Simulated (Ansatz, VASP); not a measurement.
**LiTi2P3: VASP beside Ansatz**

```
Li Ti P
1.0
     3.51624    0.00000    0.00000
    -1.75812    3.04515    0.00000
     0.00000    0.00000   18.32584
Li Ti P
2 4 6
Direct
  0.00000 0.00000 0.50000
  0.00000 0.00000 0.00000
  0.33333 0.66667 0.16884
  0.33333 0.66667 0.66884
  0.66667 0.33333 0.33116
  0.66667 0.33333 0.83116
  0.33333 0.66667 0.40757
  0.33333 0.66667 0.90757
  0.66667 0.33333 0.09243
  0.66667 0.33333 0.59243
  0.00000 0.00000 0.25000
  0.00000 0.00000 0.75000
```

Alike in both runs: task single point; functional PBE; k mesh 6 × 6 × 2; occupations gaussian, width 0.2 eV; no spin polarisation.

```csv
,VASP,Ansatz
version,VASP 6.6.1,Ansatz 0.2.0
potentials or method,"VASP PAW PBE potentials, release 64 (Li_sv, Ti_sv, P), cutoff 520 eV","scalar-relativistic, plane waves, PAW"
valence electrons in the cell,84,84
```

|  | VASP | Ansatz | Ansatz less VASP |
| --- | --- | --- | --- |
| gap on the k mesh at the Fermi level (eV) | none | none | - |
| rms of the force components (eV/Å) | 0.021 | 0.020 | -0.0011 |

Atom by atom the forces differ by 0.001 eV/Å (rms over components). A gap of «none» marks a metal or a gap that the smearing closes. With one functional, cell and mesh, what is left measures potentials, basis and numerics.

Noted on VASP's run: the cutoff is under 1.25 times that of the potentials, so the pressure is a little rough.
